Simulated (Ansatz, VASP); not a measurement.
## One calculation of TaN, two programs

```xyz
2
Lattice="2.9380 0.0000 0.0000 -1.4690 2.5444 0.0000 0.0000 0.0000 2.8830" Properties=species:S:1:pos:R:3 pbc="T T T"
Ta    0.0000    1.6963    1.4415
N     0.0000    0.0000    0.0000
```

Alike in both runs: task single point; functional LDA; k mesh 6 × 6 × 6; occupations gaussian, width 0.1 eV; no spin polarisation.

|  | VASP | Ansatz |
| --- | --- | --- |
| version | VASP 6.6.1 | Ansatz 0.2.0 |
| potentials or method | VASP PAW LDA potentials, release 64 (Ta_pv, N), cutoff 600 eV | scalar-relativistic, plane waves, PAW |
| valence electrons in the cell | 16 | 18 |

VASP gave:

```
gap on the k mesh at the Fermi level (eV)                     : none
pressure (GPa)                                                : -9.8
traceless stress, the component that is largest in VASP (GPa) : -0.95
```

Which values does Ansatz return?

gap on the k mesh at the Fermi level (eV): none; pressure (GPa): -11.5; traceless stress, the component that is largest in VASP (GPa): -1.08.

LDA's correlation is that of Perdew and Zunger in VASP and of Perdew and Wang (1992) in Ansatz. A gap of «none» marks a metal or a gap that the smearing closes. VASP's potentials hold 16 valence electrons a cell and Ansatz's 18, so a difference there can come from the potentials and not from the codes.

The k mesh is coarse, so the values compare programs but aren't converged. Neither program's run includes spin-orbit coupling.
